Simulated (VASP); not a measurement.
# Hf2N (P4_2/mnm) in VASP: notebook

Runs on Hf2N. Level: PBEsol. Tasks: single point.

All numbers are computed with VASP 6.6.1; they aren't measurements. Logs are shortened: lines on timing, memory, paths and dates and some standing lists are left out, and cuts for length are marked.

### 1 The cell of the first run

Symmetry: P4_2/mnm, No. 136, tetragonal system. Conventional cell: a = 5.313 Å, b = 5.313 Å, c = 3.242 Å, α = 90.00°, β = 90.00°, γ = 90.00°. Within 2.9 Å of Hf (site symmetry m2m) lie 3 N at 2.22 to 2.23 Å. N (site symmetry mmm) has 6 Hf at 2.22 to 2.23 Å within 2.9 Å.

### 2 Single point, PBEsol

Contents of INCAR:

```
SYSTEM = Hf2N
ALGO = Normal ; EDIFF = 1E-7
ENCUT = 520 ; GGA = PS
ISIF = 2 ; ISMEAR = -5
LASPH = .True. ; LCHARG = .False.
LREAL = .False. ; LWAVE = .False.
NBANDS = 34 ; NELM = 100
PREC = Accurate ; SIGMA = 0.1
```

Contents of KPOINTS:

```
k-points
0
Gamma
  8 8 12
  0 0 0
```

Contents of POSCAR:

```
Hf2N
1.0
    5.3131240200      0.0000000000      0.0000000000
    0.0000000000      5.3131240200      0.0000000000
    0.0000000000      0.0000000000      3.2420983900
Hf N
4 2
Direct
    0.2955363700      0.2955363700      0.0000000000
    0.7044636300      0.7044636300      0.0000000000
    0.7955363700      0.2044636300      0.5000000000
    0.2044636300      0.7955363700      0.5000000000
    0.0000000000      0.0000000000      0.0000000000
    0.5000000000      0.5000000000      0.5000000000
```

Potentials or basis: VASP PAW PBE potentials, release 64 (Hf_pv, N).

Command:

```bash
> cat potpaw_PBE.64/Hf_pv/POTCAR potpaw_PBE.64/N/POTCAR > POTCAR
> mpirun -np 1 vasp_std > vasp.out
```

OUTCAR:

```text
SYSTEM = Hf2N
   EDIFF = 1E-7
   ENCUT = 520
   GGA = PS
   ISIF = 2
   ISMEAR = -5
   LASPH = .True.
   LREAL = .False.
   NELM = 100
   PREC = Accurate

 ion  position               nearest neighbor table
   1  0.296  0.296  0.000-   5 2.22   6 2.23   6 2.23   2 3.07   4 3.15   3 3.15   4 3.15   3 3.15
                             4 3.15   4 3.15   3 3.15   3 3.15   2 3.82   2 3.82
   2  0.704  0.704  0.000-   5 2.22   6 2.23   6 2.23   1 3.07   4 3.15   3 3.15   4 3.15   3 3.15
                             3 3.15   3 3.15   4 3.15   4 3.15   1 3.82   1 3.82
   3  0.796  0.204  0.500-   6 2.22   5 2.23   5 2.23   4 3.07   1 3.15   1 3.15   2 3.15   2 3.15
                             2 3.15   2 3.15   1 3.15   1 3.15   4 3.82   4 3.82
   4  0.204  0.796  0.500-   6 2.22   5 2.23   5 2.23   3 3.07   1 3.15   1 3.15   2 3.15   2 3.15
                             1 3.15   1 3.15   2 3.15   2 3.15   3 3.82   3 3.82
   5  0.000  0.000  0.000-   1 2.22   2 2.22   3 2.23   4 2.23   3 2.23   4 2.23
   6  0.500  0.500  0.500-   3 2.22   4 2.22   1 2.23   2 2.23   1 2.23   2 2.23

  LATTYP: Found a simple tetragonal cell.
 ALAT       =     5.3131240200
 C/A-ratio  =     0.6102056677

  Lattice vectors:

 A1 = (   5.3131240200,   0.0000000000,   0.0000000000)
 A2 = (   0.0000000000,   5.3131240200,   0.0000000000)
 A3 = (   0.0000000000,   0.0000000000,   3.2420983900)

Analysis of symmetry for initial positions (statically):
=====================================================================
 Subroutine PRICEL returns:
 Original cell was already a primitive cell.

 Routine SETGRP: Setting up the symmetry group for a
 simple tetragonal supercell.

 Subroutine GETGRP returns: Found 16 space group operations
 (whereof  8 operations were pure point group operations)
 out of a pool of 16 trial point group operations.

The static configuration has the point symmetry D_2h.
 The point group associated with its full space group is D_4h.

Analysis of symmetry for dynamics (positions and initial velocities):
=====================================================================
 Subroutine PRICEL returns:
 Original cell was already a primitive cell.

 Routine SETGRP: Setting up the symmetry group for a
 simple tetragonal supercell.

 Subroutine GETGRP returns: Found 16 space group operations
 (whereof  8 operations were pure point group operations)
 out of a pool of 16 trial point group operations.

The dynamic configuration has the point symmetry D_2h.
 The point group associated with its full space group is D_4h.

 Subroutine INISYM returns: Found 16 space group operations
 (whereof  8 operations are pure point group operations),
 and found     1 'primitive' translations

----------------------------------------------------------------------------------------

                                     Primitive cell

  volume of cell :      91.5221

  direct lattice vectors                    reciprocal lattice vectors
     5.313124020  0.000000000  0.000000000     0.188213186  0.000000000  0.000000000
     0.000000000  5.313124020  0.000000000     0.000000000  0.188213186  0.000000000
     0.000000000  0.000000000  3.242098390     0.000000000  0.000000000  0.308442212

  length of vectors
     5.313124020  5.313124020  3.242098390     0.188213186  0.188213186  0.308442212

  position of ions in fractional coordinates (direct lattice)
     0.295536370  0.295536370  0.000000000
     0.704463630  0.704463630  0.000000000
     0.795536370  0.204463630  0.500000000
     0.204463630  0.795536370  0.500000000
     0.000000000  0.000000000  0.000000000
     0.500000000  0.500000000  0.500000000

  ion indices of the primitive-cell ions
   primitive index   ion index
                 1           1
                 2           2
                 3           3
                 4           4
                 5           5
                 6           6

----------------------------------------------------------------------------------------

 KPOINTS: k-points

Automatic generation of k-mesh.
 Grid dimensions read from file:
 generate k-points for:    8    8   12

 Generating k-lattice:

  Cartesian coordinates                     Fractional coordinates (reciprocal lattice)
     0.023526648  0.000000000  0.000000000     0.125000000  0.000000000  0.000000000
     0.000000000  0.023526648  0.000000000     0.000000000  0.125000000  0.000000000
     0.000000000  0.000000000  0.025703518     0.000000000  0.000000000  0.083333333

  Length of vectors
     0.023526648  0.023526648  0.025703518

  Shift w.r.t. Gamma in fractional coordinates (k-lattice)
     0.000000000  0.000000000  0.000000000

 TETIRR: Found   1152 inequivalent tetrahedra from     4608

 Subroutine IBZKPT returns following result:
 ===========================================

 Found    105 irreducible k-points:

 Following reciprocal coordinates:
            Coordinates               Weight
  0.000000  0.000000  0.000000      1.000000
  0.125000  0.000000  0.000000      4.000000
  0.250000  0.000000  0.000000      4.000000
  0.375000  0.000000  0.000000      4.000000
  0.500000  0.000000  0.000000      2.000000
  0.125000  0.125000  0.000000      4.000000
[... 16 lines left out ...]
  0.375000  0.125000  0.083333     16.000000
  0.500000  0.125000  0.083333      8.000000
 [... further k-points ...]
   k-points           NKPTS =    105   k-points in BZ     NKDIM =    105   number of bands    NBANDS=     34
   number of dos      NEDOS =    301   number of ions     NIONS =      6
   total plane-waves  NPLWV =  38400
   dimension x,y,z NGX =    40 NGY =   40 NGZ =   24
   dimension x,y,z NGXF=    80 NGYF=   80 NGZF=   48
   ions per type =               4   2
   NGX,Y,Z   is equivalent  to a cutoff of  12.52, 12.52, 12.31 a.u.
   NGXF,Y,Z  is equivalent  to a cutoff of  25.03, 25.03, 24.61 a.u.
 SYSTEM =  Hf2N
   PREC   = accura    normal or accurate (medium, high low for compatibility)
   ISTART =      0    job   : 0-new  1-cont  2-samecut
   ICHARG =      2    charge: 1-file 2-atom 10-const
   ISPIN  =      1    spin polarized calculation?
   LNONCOLLINEAR =      F non collinear calculations
   LSORBIT =      F    spin-orbit coupling
   LASPH  =      T    aspherical Exc in radial PAW
   ENCUT  =  520.0 eV  38.22 Ry    6.18 a.u.   9.88  9.88  6.03*2*pi/ulx,y,z
   NELM   =    100;   NELMIN=  2; NELMDL= -5     # of ELM steps
   EDIFF  = 0.1E-06   stopping-criterion for ELM
   LREAL  =      F    real-space projection
   EDIFFG = 0.1E-05   stopping-criterion for IOM
   NSW    =      0    number of steps for IOM
   IBRION =     -1    ionic relax: 0-MD 1-quasi-New 2-CG
   NFREE  =      0    steps in history (QN), initial steepest desc. (CG)
   ISIF   =      2    stress and relaxation
   ISYM   =      2    0-nonsym 1-usesym 2-fastsym
   POTIM  = 0.5000    time-step for ionic-motion
   TEBEG  =    0.0;   TEEND  =   0.0 temperature during run
   PSTRESS=    0.0 pullay stress
   NELECT =      50.0000    total number of electrons
   NUPDOWN=      -1.0000    fix difference up-down
   EMIN   =  10.00;   EMAX   =-10.00  energy-range for DOS
   EFERMI =   0.00;   METHOD = LEGACY
   ISMEAR =    -5;   SIGMA  =   0.10  broadening in eV -4-tet -1-fermi 0-gaus
   EFERMI_NEDOS =   21; number of points for ismear=-14 and -15
   IALGO  =     38    algorithm
   IMIX   =      4    mixing-type and parameters
     AMIX     =   0.40;   BMIX     =  1.00
     AMIX_MAG =   1.60;   BMIX_MAG =  1.00
  volume/ion in A,a.u.               =      15.25       102.94
  Fermi-wavevector in a.u.,A,eV,Ry     =   1.338308  2.529036 24.368970  1.791069
  Thomas-Fermi vector in A             =   2.466789
   LORBIT       =      0    0 simple, 1 ext, 2 COOP (PROOUT), +10 PAW based schemes
   GGA     = PS    functional components
   LHFCALC =     F    Hartree Fock is set to
   AEXX    =    0.0000 exact exchange contribution
   IVDW    =     0    specifies the selected vdW correction
   LEPSILON=     F    determine dielectric tensor
   LRPA    =     F    only Hartree local field effects (RPA)
 non-spin polarized calculation
 Fermi weights with tetrahedron method with Bloechl corrections
  energy-cutoff  :      520.00
  volume of cell :       91.52
 maximum number of plane-waves:      2496
 NGX is ok and might be reduce to    40
   NGX = 19   NGY = 19   NGZ = 13

 number of electron      50.0000008 magnetization

 Free energy of the ion-electron system (eV)
  ---------------------------------------------------
  ext. energy  EPLUGINS =         0.00000000
  ---------------------------------------------------
  free energy    TOTEN  =       -67.48546590 eV

  energy without entropy =      -67.48546590  energy(sigma->0) =      -67.48546590

 E-fermi :   5.8002     XC(G=0): -12.1054

 val. band max:        5.8416725440   @ k =   0.3750   0.2500   0.3333
 cond. band min:       5.7477194559   @ k =   0.5000   0.3750   0.1667
 fundamental gap:     -0.0939530881
 Fermi energy:         5.8002334963

 k-point     1 :       0.0000    0.0000    0.0000
  band No.  band energies     occupation
      1     -25.3424      2.00000
      2     -24.8432      2.00000
      3     -24.7817      2.00000
      4     -24.7817      2.00000
      5     -24.5578      2.00000
      6     -24.4114      2.00000
[... 26 lines left out ...]
     33       9.0577      0.00000
     34       9.0577      0.00000

 k-point     2 :       0.1250    0.0000    0.0000
  band No.  band energies     occupation
      1     -25.3203      2.00000
      2     -24.8369      2.00000
      3     -24.8076      2.00000
      4     -24.7501      2.00000
      5     -24.5495      2.00000
      6     -24.4066      2.00000
[... 26 lines left out ...]
     33       9.0288      0.00000
     34       9.3255      0.00000

 k-point     3 :       0.2500    0.0000    0.0000
  band No.  band energies     occupation
      1     -25.2586      2.00000
      2     -24.8749      2.00000
      3     -24.8004      2.00000
      4     -24.6759      2.00000
      5     -24.5255      2.00000
      6     -24.4119      2.00000
[... 26 lines left out ...]
     33       9.0034      0.00000
     34       9.7236      0.00000
[... 704 lines left out ...]
 k-point    23 :       0.3750    0.1250    0.0833
  band No.  band energies     occupation
      1     -25.1366      2.00000
      2     -24.9417      2.00000
      3     -24.7223      2.00000
      4     -24.6062      2.00000
      5     -24.5024      2.00000
      6     -24.4840      2.00000
[... 26 lines left out ...]
     33       9.7787      0.00000
     34      10.3037      0.00000

 k-point    24 :       0.5000    0.1250    0.0833
  band No.  band energies     occupation
      1     -25.0388      2.00000
      2     -25.0388      2.00000
      3     -24.6213      2.00000
      4     -24.6213      2.00000
      5     -24.5324      2.00000
      6     -24.5324      2.00000
[... 26 lines left out ...]
     33       9.8143      0.00000
     34       9.8143      0.00000

 [... further k-points ...]
[... 5 lines left out ...]
  --------------------------------------------------------------------------------------
  -------------------------------------------------------------------------------------
  Total       -1.7221006     -1.7221006     -2.1972354     -0.0000000      0.0000000      0.0000000
  in kB      -30.1469243    -30.1469243    -38.4645865     -0.0000000      0.0000000      0.0000000
  external PRESSURE =     -32.9194783 kB  Pullay stress =       0.0000000 kB

 VOLUME and BASIS-vectors are now :
 -----------------------------------------------------------------------------
  energy-cutoff  :      520.00
  volume of cell :       91.52
      direct lattice vectors                 reciprocal lattice vectors
     5.313124020  0.000000000  0.000000000     0.188213186  0.000000000  0.000000000
     0.000000000  5.313124020  0.000000000     0.000000000  0.188213186  0.000000000
     0.000000000  0.000000000  3.242098390     0.000000000  0.000000000  0.308442212

 POSITION                                       TOTAL-FORCE (eV/Angst)
 -----------------------------------------------------------------------------------
      1.57022      1.57022      0.00000         0.015107      0.015107      0.000000
      3.74290      3.74290      0.00000        -0.015107     -0.015107     -0.000000
      4.22678      1.08634      1.62105         0.015107     -0.015107      0.000000
      1.08634      4.22678      1.62105        -0.015107      0.015107      0.000000
      0.00000      0.00000      0.00000         0.000000     -0.000000      0.000000
      2.65656      2.65656      1.62105         0.000000     -0.000000      0.000000
 -----------------------------------------------------------------------------------
    total drift:                                0.000000      0.000000      0.000000

  FREE ENERGIE OF THE ION-ELECTRON SYSTEM (eV)
  ---------------------------------------------------
  free  energy   TOTEN  =       -67.4854659043 eV

  energy  without entropy=      -67.4854659043  energy(sigma->0) =      -67.48546590
```

Run time: 6.6 min. Hardware: 1 thread of Intel Xeon 8259CL, shared host; peak memory 0.38 GiB.

What came out:

```
Free energy            : -67.4855 eV
Pressure               : -3.3 GPa
Largest force          : 0.021 eV/Å
Band gap on the k mesh : zero (bands 25 and 26 overlap by 2.66 eV)
```

Forces in eV/Å, atoms in the order of the input:
```
Hf   0.015  0.015  0.000
Hf  -0.015 -0.015  0.000
Hf   0.015 -0.015  0.000
Hf  -0.015  0.015  0.000
N    0.000  0.000  0.000
N    0.000  0.000  0.000
```

Stress tensor (GPa, compression positive):
```
-3.01  0.00  0.00
 0.00 -3.01  0.00
 0.00  0.00 -3.85
```

Levels at points of the mesh, in eV from the Fermi level:
```csv
k point,band 21,band 22,band 23,band 24,band 25,band 26,band 27,band 28,band 29,band 30
"(0.00, 0.00, 0.00)",-3.54,-2.13,-0.12,0.80,1.03,1.11,1.11,1.55,1.76,1.76
"(0.50, 0.00, 0.00)",-2.48,-2.48,-1.06,-1.06,1.41,1.41,1.85,1.85,1.97,1.97
"(0.50, 0.50, 0.00)",-1.75,-1.75,-1.42,-1.42,1.05,1.05,1.51,1.51,1.80,1.80
"(0.00, 0.00, 0.50)",-1.46,-1.46,-1.27,-1.27,-1.24,-1.24,2.17,2.17,3.70,3.70
"(0.50, 0.00, 0.50)",-1.94,-1.94,-1.17,-1.17,-0.94,-0.94,1.77,1.77,3.82,3.82
"(0.50, 0.50, 0.50)",-1.69,-1.69,-0.85,-0.85,-0.58,-0.58,1.28,1.28,2.90,2.90
```

Caveat: the cell stands under tension; the PAW data sets were made with another functional, which shifts forces and pressure a little; spin-orbit coupling is left out, which moves the levels of the heavy elements; tetrahedron occupations give inexact forces and stress in metals.

(Part 1 of 2 ends here.)
